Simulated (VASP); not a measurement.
Runs of VASP 6.6.1 on Sb. The structure is that of space group Pm-3m (No. 221), or close to it. The cells are those of the table. 

| cell | k mesh | cutoff (eV) | gap on the mesh (eV) | pressure (GPa) |
| --- | --- | --- | --- | --- |
| a = 3.123 Å, 1 atom | 17 × 17 × 17 | 520 | none | 0.2 |
| a = 3.123 Å, 1 atom | 10 × 10 × 10 | 520 | none | -0.1 |
| a = 3.243 Å, 1 atom | 11 × 11 × 11 | 500 | none | (a) |
| a = 2.993 Å, 1 atom | 11 × 11 × 11 | 500 | none | (b) |
| a = 3.164 Å, 1 atom | 11 × 11 × 11 | 500 | none | -1.4 |

Alike in all rows: task single point; level revPBE; potentials or basis VASP PAW PBE potentials, release 64 (Sb); no spin polarisation; smearing fermi-dirac 0.1 eV.

Fill in the values left out.

(a) -4.2; (b) 9.3.

Caveats: the PAW data sets were made with another functional, which shifts forces and pressure a little; spin-orbit coupling is left out, which moves the levels of the heavy elements.

A k mesh can miss the band edges, and the runs leave out spin-orbit coupling on Sb.

A gap of «none» marks levels without a gap at the run's occupations.
